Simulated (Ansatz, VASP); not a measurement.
# One calculation of As, two programs

```
As
1.0
     1.73863   -5.05239    0.03193
     1.73863    5.05239    0.03193
    -0.08234    0.00000    4.33105
As
3
Direct
  0.99911 0.32988 0.84477
  0.16439 0.16439 0.37984
  0.32988 0.99911 0.84477
```

Alike in both runs: functional PBE; k mesh 14 × 14 × 10; occupations gaussian, width 0.1 eV; no spin polarisation.

Ansatz relaxed the structure, and its values are those at the end. VASP's run is a single point on that final structure, the one shown.

|  | VASP | Ansatz |
| --- | --- | --- |
| version | VASP 6.6.1 | Ansatz 0.2.0 |
| potentials or method | VASP PAW PBE potentials, release 64 (As), cutoff 520 eV | scalar-relativistic, plane waves, PAW |
| valence electrons in the cell | 15 | 45 |

VASP gave:

- gap on the k mesh at the Fermi level (eV): none
- pressure (GPa): 0.2
- rms of the force components (eV/Å): 0.024

Q: Estimate Ansatz's values.

A: gap on the k mesh at the Fermi level (eV): none; pressure (GPa): 0.0; rms of the force components (eV/Å): 0.000.

A gap of «none» marks a metal or a gap that the smearing closes. VASP's potentials hold 15 valence electrons a cell and Ansatz's 45, so a difference there can come from the potentials and not from the codes.
